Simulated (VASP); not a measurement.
The system is BeGe.

```
Be Ge
1.0
     2.78772    0.00000    0.00000
    -1.39386    2.41424    0.00000
     0.00000    0.00000    8.86515
Be Ge
2 2
Cartesian
  1.3939 0.8047 8.0629
  0.0000 1.6095 0.8022
  0.0000 1.6095 6.1046
  1.3939 0.8047 2.7606
```

The cell was generated, and may not be a known phase.

```yaml
Program: VASP 6.6.1
Task: relaxation of cell and atoms
Functional: PBE
Potentials_or_basis: VASP PAW PBE potentials, release 64 (Be, Ge_d)
Cutoff: 600 eV
k_mesh: 18 × 18 × 6
Occupations: gaussian, width 0.1 eV
Spin: no spin polarisation
```

At the start: pressure 0.3 GPa; volume 14.92 Å³/atom.

Task: How do energy, volume and symmetry change on relaxing?

Result: Over 12 steps the energy falls by 2.5 meV/atom and the volume is 15.32 Å³/atom (+2.7 %); space group P-3m1 (No. 164, to 0.1 Å) before and after.

Step by step:
```tsv
step	energy change (eV)	largest force (eV/Å)	pressure (GPa)	volume (Å³)
1	0.0000	0.0731	0.29	59.66
2	-0.0047	0.0367	0.05	59.89
3	-0.0067	0.0653	-0.43	60.36
4	-0.0071	0.0525	-0.28	60.24
5	-0.0077	0.0330	0.08	59.97
6	-0.0077	0.0299	0.16	59.93
7	-0.0080	0.0314	0.14	60.00
8	-0.0088	0.0353	0.10	60.20
9	-0.0092	0.0677	0.06	60.60
10	-0.0094	0.0615	0.05	60.67
11	-0.0099	0.0423	0.03	60.87
12	-0.0102	0.0037	-0.04	61.28
```

Final structure:
```
CELL_PARAMETERS angstrom
2.77146 0.00000 0.00000
-1.38573 2.40015 0.00000
0.00000 0.00000 9.21298
ATOMIC_POSITIONS crystal
Be 0.66667 0.33333 0.91095
Be 0.33333 0.66667 0.08905
Ge 0.33333 0.66667 0.69622
Ge 0.66667 0.33333 0.30378
```
